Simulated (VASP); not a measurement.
# Ge (R-3m) in VASP: further runs, part 2 of 2

VASP 6.6.1. The steps go on from the part before.

## (3) Single point, r2SCAN (epitaxial 111 strain -2.0%)

File POSCAR:

```
Ge
1.0
    0.0508563424      2.8309923842      2.8309923842
    2.8309923842      0.0508563424      2.8309923842
    2.8309923842      2.8309923842      0.0508563424
Ge
2
Direct
    0.0011273318      0.0011273318      0.0011273318
    0.2488726682      0.2488726682      0.2488726682
```

File INCAR.step1:

```
SYSTEM = Ge
  ALGO = Normal
  EDIFF = 1E-4
  ENCUT = 520
  GGA = PE
  ISMEAR = -1
  LASPH = .True.
  LCHARG = .False.
  LREAL = .False.
  LWAVE = .True.
  NBANDS = 21
  NELM = 80
  PREC = Accurate
  SIGMA = 0.02
```

File INCAR.step2:

```
SYSTEM = Ge
  ALGO = Normal
  EDIFF = 1E-6
  ENCUT = 520
  ISIF = 2
  ISMEAR = -1
  ISTART = 1
  LASPH = .True.
  LCHARG = .False.
  LMIXTAU = .True.
  LREAL = .False.
  LWAVE = .False.
  METAGGA = R2SCAN
  NBANDS = 21
  NELM = 80
  PREC = Accurate
  SIGMA = 0.02
```

File KPOINTS:

```
k-points
0
Gamma
  8 8 8
  0 0 0
```

Potentials or basis: VASP PAW PBE potentials, release 64 (Ge_d).

Command:

```
$ cat potpaw_PBE.64/Ge_d/POTCAR > POTCAR
$ cp INCAR.step1 INCAR
$ mpirun -np 1 vasp_std > vasp.out
$ cp INCAR.step2 INCAR
$ mpirun -np 1 vasp_std > vasp.out
```

OUTCAR:

```text
SYSTEM = Ge
   EDIFF = 1E-6
   ENCUT = 520
   ISIF = 2
   ISMEAR = -1
   ISTART = 1
   LASPH = .True.
   LREAL = .False.
   METAGGA = R2SCAN
   NELM = 80
   PREC = Accurate

 ion  position               nearest neighbor table
   1  0.001  0.001  0.001-   2 2.42   2 2.42   2 2.42   2 2.45
   2  0.249  0.249  0.249-   1 2.42   1 2.42   1 2.42   1 2.45

  LATTYP: Found a trigonal (rhomboedric) cell.
 ALAT       =     4.0039508147
 COS(alpha) =     0.5178805769

  Lattice vectors:

 A1 = (   0.0508563424,   2.8309923842,   2.8309923842)
 A2 = (   2.8309923842,   0.0508563424,   2.8309923842)
 A3 = (   2.8309923842,   2.8309923842,   0.0508563424)

Analysis of symmetry for initial positions (statically):
=====================================================================
 Subroutine PRICEL returns:
 Original cell was already a primitive cell.

 Routine SETGRP: Setting up the symmetry group for a
 trigonal (rhombohedral) supercell.

 Subroutine GETGRP returns: Found 12 space group operations
 (whereof  6 operations were pure point group operations)
 out of a pool of 12 trial point group operations.

The static configuration has the point symmetry C_3v.
 The point group associated with its full space group is D_3d.

Analysis of symmetry for dynamics (positions and initial velocities):
=====================================================================
 Subroutine PRICEL returns:
 Original cell was already a primitive cell.

 Routine SETGRP: Setting up the symmetry group for a
 trigonal (rhombohedral) supercell.

 Subroutine GETGRP returns: Found 12 space group operations
 (whereof  6 operations were pure point group operations)
 out of a pool of 12 trial point group operations.

The dynamic configuration has the point symmetry C_3v.
 The point group associated with its full space group is D_3d.

 Subroutine INISYM returns: Found 12 space group operations
 (whereof  6 operations are pure point group operations),
 and found     1 'primitive' translations

----------------------------------------------------------------------------------------

                                     Primitive cell

  volume of cell :      44.1554

  direct lattice vectors                    reciprocal lattice vectors
     0.050856342  2.830992384  2.830992384    -0.181448335  0.178246293  0.178246293
     2.830992384  0.050856342  2.830992384     0.178246293 -0.181448335  0.178246293
     2.830992384  2.830992384  0.050856342     0.178246293  0.178246293 -0.181448335

  length of vectors
     4.003950815  4.003950815  4.003950815     0.310591340  0.310591340  0.310591340

  position of ions in fractional coordinates (direct lattice)
     0.001127332  0.001127332  0.001127332
     0.248872668  0.248872668  0.248872668

  ion indices of the primitive-cell ions
   primitive index   ion index
                 1           1
                 2           2

----------------------------------------------------------------------------------------

 KPOINTS: k-points

Automatic generation of k-mesh.
 Grid dimensions read from file:
 generate k-points for:    8    8    8

 Generating k-lattice:

  Cartesian coordinates                     Fractional coordinates (reciprocal lattice)
    -0.022681042  0.022280787  0.022280787     0.125000000  0.000000000  0.000000000
     0.022280787 -0.022681042  0.022280787     0.000000000  0.125000000  0.000000000
     0.022280787  0.022280787 -0.022681042     0.000000000  0.000000000  0.125000000

  Length of vectors
     0.038823917  0.038823917  0.038823917

  Shift w.r.t. Gamma in fractional coordinates (k-lattice)
     0.000000000  0.000000000  0.000000000

 Subroutine IBZKPT returns following result:
 ===========================================

 Found     65 irreducible k-points:

 Following reciprocal coordinates:
            Coordinates               Weight
  0.000000  0.000000  0.000000      1.000000
  0.125000 -0.000000 -0.000000      6.000000
  0.250000 -0.000000 -0.000000      6.000000
  0.375000  0.000000  0.000000      6.000000
  0.500000 -0.000000 -0.000000      3.000000
  0.125000  0.125000 -0.000000      6.000000
[... 16 lines left out ...]
  0.250000  0.125000  0.125000      6.000000
  0.375000  0.125000  0.125000      6.000000
 [... further k-points ...]
   k-points           NKPTS =     65   k-points in BZ     NKDIM =     65   number of bands    NBANDS=     21
   number of dos      NEDOS =    301   number of ions     NIONS =      2
   total plane-waves  NPLWV =  27000
   dimension x,y,z NGX =    30 NGY =   30 NGZ =   30
   dimension x,y,z NGXF=    60 NGYF=   60 NGZF=   60
   ions per type =               2
   NGX,Y,Z   is equivalent  to a cutoff of  12.46, 12.46, 12.46 a.u.
   NGXF,Y,Z  is equivalent  to a cutoff of  24.91, 24.91, 24.91 a.u.
 SYSTEM =  Ge
   PREC   = accura    normal or accurate (medium, high low for compatibility)
   ISTART =      1    job   : 0-new  1-cont  2-samecut
   ICHARG =      0    charge: 1-file 2-atom 10-const
   ISPIN  =      1    spin polarized calculation?
   LNONCOLLINEAR =      F non collinear calculations
   LSORBIT =      F    spin-orbit coupling
   LASPH  =      T    aspherical Exc in radial PAW
   ENCUT  =  520.0 eV  38.22 Ry    6.18 a.u.   7.44  7.44  7.44*2*pi/ulx,y,z
   NELM   =     80;   NELMIN=  2; NELMDL=  0     # of ELM steps
   EDIFF  = 0.1E-05   stopping-criterion for ELM
   LREAL  =      F    real-space projection
   EDIFFG = 0.1E-04   stopping-criterion for IOM
   NSW    =      0    number of steps for IOM
   IBRION =     -1    ionic relax: 0-MD 1-quasi-New 2-CG
   NFREE  =      0    steps in history (QN), initial steepest desc. (CG)
   ISIF   =      2    stress and relaxation
   ISYM   =      2    0-nonsym 1-usesym 2-fastsym
   POTIM  = 0.5000    time-step for ionic-motion
   TEBEG  =    0.0;   TEEND  =   0.0 temperature during run
   PSTRESS=    0.0 pullay stress
   NELECT =      28.0000    total number of electrons
   NUPDOWN=      -1.0000    fix difference up-down
   EMIN   =  10.00;   EMAX   =-10.00  energy-range for DOS
   EFERMI =   0.00;   METHOD = LEGACY
   ISMEAR =    -1;   SIGMA  =   0.02  broadening in eV -4-tet -1-fermi 0-gaus
   EFERMI_NEDOS =   21; number of points for ismear=-14 and -15
   IALGO  =     38    algorithm
   IMIX   =      4    mixing-type and parameters
     AMIX     =   0.40;   BMIX     =  1.00
     AMIX_MAG =   1.60;   BMIX_MAG =  1.00
  volume/ion in A,a.u.               =      22.08       148.99
  Fermi-wavevector in a.u.,A,eV,Ry     =   1.406477  2.657857 26.914755  1.978179
  Thomas-Fermi vector in A             =   2.528834
   LORBIT       =      0    0 simple, 1 ext, 2 COOP (PROOUT), +10 PAW based schemes
   METAGGA = R2SCAN    functional components
   LHFCALC =     F    Hartree Fock is set to
   AEXX    =    0.0000 exact exchange contribution
   IVDW    =     0    specifies the selected vdW correction
   LEPSILON=     F    determine dielectric tensor
   LRPA    =     F    only Hartree local field effects (RPA)
 non-spin polarized calculation
  energy-cutoff  :      520.00
  volume of cell :       44.16
 maximum number of plane-waves:      1231
 NGX is ok and might be reduce to    30
   NGX = 15   NGY = 15   NGZ = 15

 number of electron      28.0000012 magnetization

 Free energy of the ion-electron system (eV)
  ---------------------------------------------------
  ext. energy  EPLUGINS =         0.00000000
  ---------------------------------------------------
  free energy    TOTEN  =       -27.71359778 eV

  energy without entropy =      -27.71359691  energy(sigma->0) =      -27.71359735

 E-fermi :   5.3032     XC(G=0): -10.9505

 val. band max:        5.1408444884   @ k =   0.0000   0.0000   0.0000
 cond. band min:       5.4736830400   @ k =   0.5000  -0.0000  -0.0000
 fundamental gap:      0.3328385516
 Fermi energy:         5.3031842909

 k-point     1 :       0.0000    0.0000    0.0000
  band No.  band energies     occupation
      1     -20.4868      2.00000
      2     -20.4868      2.00000
      3     -20.4637      2.00000
      4     -20.4375      2.00000
      5     -20.4375      2.00000
      6     -20.2232      2.00000
[... 13 lines left out ...]
     20      15.0579      0.00000
     21      15.0579      0.00000
[... 529 lines left out ...]
 k-point    24 :       0.3750    0.1250    0.1250
  band No.  band energies     occupation
      1     -20.5133      2.00000
      2     -20.5061      2.00000
      3     -20.4528      2.00000
      4     -20.4043      2.00000
      5     -20.3818      2.00000
      6     -20.2531      2.00000
[... 13 lines left out ...]
     20      14.4493      0.00000
     21      15.9713      0.00000

 [... further k-points ...]

------------------------ aborting loop because EDIFF is reached ----------------------------------------

  FORCE on cell =-STRESS in cart. coord.  units (eV):
  Direction    XX          YY          ZZ          XY          YZ          ZX
  --------------------------------------------------------------------------------------
  -------------------------------------------------------------------------------------
  Total        0.7447070      0.7447070      0.7447070     -0.3591681     -0.3591681     -0.3591681
  in kB       27.0216448     27.0216448     27.0216448    -13.0323898    -13.0323898    -13.0323898
  external PRESSURE =      27.0216448 kB  Pullay stress =       0.0000000 kB

 VOLUME and BASIS-vectors are now :
 -----------------------------------------------------------------------------
  energy-cutoff  :      520.00
  volume of cell :       44.16
      direct lattice vectors                 reciprocal lattice vectors
     0.050856342  2.830992384  2.830992384    -0.181448335  0.178246293  0.178246293
     2.830992384  0.050856342  2.830992384     0.178246293 -0.181448335  0.178246293
     2.830992384  2.830992384  0.050856342     0.178246293  0.178246293 -0.181448335

 POSITION                                       TOTAL-FORCE (eV/Angst)
 -----------------------------------------------------------------------------------
      0.00644      0.00644      0.00644         0.002261      0.002261      0.002261
      1.42177      1.42177      1.42177        -0.002261     -0.002261     -0.002261
 -----------------------------------------------------------------------------------
    total drift:                               -0.000000     -0.000000      0.000000

  FREE ENERGIE OF THE ION-ELECTRON SYSTEM (eV)
  ---------------------------------------------------
  free  energy   TOTEN  =       -27.7135977835 eV

  energy  without entropy=      -27.7135969138  energy(sigma->0) =      -27.71359735
```

It took 87 s on 1 thread of Intel Xeon 6975P-C (Granite Rapids), shared host; peak memory 0.19 GiB.

Results:

```yaml
Free_energy: -27.7136 eV
Pressure: 2.7 GPa
Largest_force: 0.004 eV/Å
Band_gap_on_the_k_mesh: 0.33 eV, indirect (least direct gap 0.50 eV)
```

Forces in eV/Å, atoms in the order of the input:
```
Ge   0.002  0.002  0.002
Ge  -0.002 -0.002 -0.002
```

Caveat: the cell differs from its parent crystal (epitaxial 111 strain -2.0%); the PAW data sets were made with another functional, which shifts forces and pressure a little. A k mesh can miss the band edges.

## (4) Single point, r2SCAN (epitaxial 111 strain -1.0%)

File POSCAR:

```
Ge
1.0
    0.0258048436      2.8343096205      2.8343096205
    2.8343096205      0.0258048436      2.8343096205
    2.8343096205      2.8343096205      0.0258048436
Ge
2
Direct
    0.0005671999      0.0005671999      0.0005671999
    0.2494328001      0.2494328001      0.2494328001
```

File INCAR.step1:

```
PREC = Accurate
ENCUT = 520
ISMEAR = -1
SIGMA = 0.02
LREAL = F
LASPH = T
NELM = 80
NBANDS = 21
GGA = PE
ALGO = Normal
EDIFF = 1E-4
LWAVE = T
LCHARG = F
```

File INCAR.step2:

```
PREC = Accurate
ENCUT = 520
EDIFF = 1E-6
ISMEAR = -1
SIGMA = 0.02
LREAL = F
LASPH = T
NELM = 80
ALGO = Normal
ISIF = 2
LWAVE = F
LCHARG = F
METAGGA = R2SCAN
LMIXTAU = T
NBANDS = 21
ISTART = 1
```

File KPOINTS:

```
Automatic mesh
0
Gamma
  8 8 8
```

Command:

```
$ cat potpaw_PBE.64/Ge_d/POTCAR > POTCAR
$ cp INCAR.step1 INCAR
$ mpirun -np 1 vasp_std > vasp.out
$ cp INCAR.step2 INCAR
$ mpirun -np 1 vasp_std > vasp.out
```

Wall time 86 s (1 thread of Intel Xeon 6975P-C (Granite Rapids), shared host); peak memory 0.19 GiB.

Results (log left out):

```
Free energy            : -27.7303 eV
Pressure               : 1.3 GPa
Band gap on the k mesh : 0.38 eV, indirect (least direct gap 0.43 eV)
```

Forces in eV/Å, atoms in the order of the input:
```
Ge   0.001  0.001  0.001
Ge  -0.001 -0.001 -0.001
```

Stress tensor (GPa, compression positive):
```
 1.28 -0.63 -0.63
-0.63  1.28 -0.63
-0.63 -0.63  1.28
```

Levels at points of the mesh, in eV from the valence-band top:
| k point | band 11 | band 12 | band 13 | band 14 | band 15 | band 16 | band 17 | band 18 |
| --- | --- | --- | --- | --- | --- | --- | --- | --- |
| (0.00, 0.00, 0.00) | -13.41 | -0.12 | 0.00 | 0.00 | 0.43 | 2.60 | 2.72 | 2.72 |
| (0.50, 0.00, 0.00) | -11.17 | -7.94 | -1.59 | -1.54 | 0.38 | 3.91 | 3.97 | 7.59 |
| (0.50, 0.50, 0.00) | -9.31 | -9.27 | -3.35 | -3.24 | 0.84 | 1.00 | 10.10 | 10.15 |
| (0.50, 0.50, 0.50) | -11.26 | -7.96 | -1.46 | -1.46 | 0.58 | 4.02 | 4.02 | 7.71 |

Caveat: the cell differs from its parent crystal (epitaxial 111 strain -1.0%); the PAW data sets were made with another functional, which shifts forces and pressure a little. A k mesh can miss the band edges.

## (5) Single point, r2SCAN (epitaxial 111 strain +1.0%)

File POSCAR:

```
Ge
1.0
   -0.0252940762      2.8399481710      2.8399481710
    2.8399481710     -0.0252940762      2.8399481710
    2.8399481710      2.8399481710     -0.0252940762
Ge
2
Direct
   -0.0005465283     -0.0005465283     -0.0005465283
    0.2505465283      0.2505465283      0.2505465283
```

File INCAR.step1:

```
SYSTEM = Ge
PREC = Accurate ; ENCUT = 520
ISMEAR = -1 ; SIGMA = 0.02
LREAL = .FALSE. ; LASPH = .TRUE.
NELM = 60 ; NBANDS = 21
GGA = PE ; ALGO = Normal
EDIFF = 1E-4 ; LWAVE = .TRUE.
LCHARG = .FALSE.
```

File INCAR.step2:

```
SYSTEM = Ge
PREC = Accurate ; ENCUT = 520
EDIFF = 1E-7 ; ISMEAR = -1
SIGMA = 0.02 ; LREAL = .FALSE.
LASPH = .TRUE. ; NELM = 60
ALGO = Normal ; ISIF = 2
LWAVE = .FALSE. ; LCHARG = .FALSE.
METAGGA = R2SCAN ; LMIXTAU = .TRUE.
NBANDS = 21 ; ISTART = 1
```

File KPOINTS:

```
Automatic mesh
0
G
  8 8 8
  0 0 0
```

Command:

```
$ cat potpaw_PBE.64/Ge_d/POTCAR > POTCAR
$ cp INCAR.step1 INCAR
$ mpirun -np 1 vasp_std > vasp.out
$ cp INCAR.step2 INCAR
$ mpirun -np 1 vasp_std > vasp.out
```

It took 1.7 min on 1 thread of Intel Xeon 6975P-C (Granite Rapids), shared host; peak memory 0.19 GiB.

It converged, with:

| Property | Result |
| --- | --- |
| Free energy | -27.7315 eV |
| Pressure | -1.1 GPa |
| Band gap on the k mesh | 0.09 eV, direct |

Forces on the atoms (eV/Å):
```
Ge  -0.002 -0.002 -0.002
Ge   0.002  0.002  0.002
```

Stress tensor (GPa, compression positive):
```
-1.09  0.56  0.56
 0.56 -1.09  0.56
 0.56  0.56 -1.09
```

Levels at points of the mesh, in eV from the valence-band top:
| k point | band 10 | band 11 | band 12 | band 13 | band 14 | band 15 | band 16 | band 17 | band 18 | band 19 |
| --- | --- | --- | --- | --- | --- | --- | --- | --- | --- | --- |
| (0.00, 0.00, 0.00) | -25.27 | -13.18 | -0.11 | -0.11 | 0.00 | 0.09 | 2.59 | 2.59 | 2.73 | 6.92 |
| (0.50, 0.00, 0.00) | -25.24 | -11.07 | -7.82 | -1.51 | -1.47 | 0.34 | 3.91 | 3.96 | 7.59 | 10.90 |
| (0.50, 0.50, 0.00) | -25.23 | -9.21 | -9.17 | -3.26 | -3.15 | 0.86 | 1.00 | 9.77 | 9.84 | 11.99 |
| (0.50, 0.50, 0.50) | -25.25 | -10.98 | -7.81 | -1.58 | -1.58 | 0.15 | 3.86 | 3.86 | 7.47 | 11.03 |

Caveat: the cell differs from its parent crystal (epitaxial 111 strain +1.0%); the PAW data sets were made with another functional, which shifts forces and pressure a little. A k mesh can miss the band edges.

## (6) Overview

| cell | gap on the mesh (eV) | pressure (GPa) |
| --- | --- | --- |
| a = 4.001 Å, angles 58.2°, 2 atoms | 0.28 | 4.2 |
| a = 4.004 Å, angles 58.8°, 2 atoms | 0.33 | 2.7 |
| a = 4.008 Å, angles 59.4°, 2 atoms | 0.38 | 1.3 |
| a = 4.016 Å, angles 60.6°, 2 atoms | 0.09 | -1.1 |

Alike in all rows: task single point; level r2SCAN; potentials or basis VASP PAW PBE potentials, release 64 (Ge_d); no spin polarisation; k mesh 8 × 8 × 8; cutoff (eV) 520; smearing fermi-dirac 0.02 eV.

Caveats: the PAW data sets were made with another functional, which shifts forces and pressure a little.

Absolute energies hang on the potentials; compare differences alone.
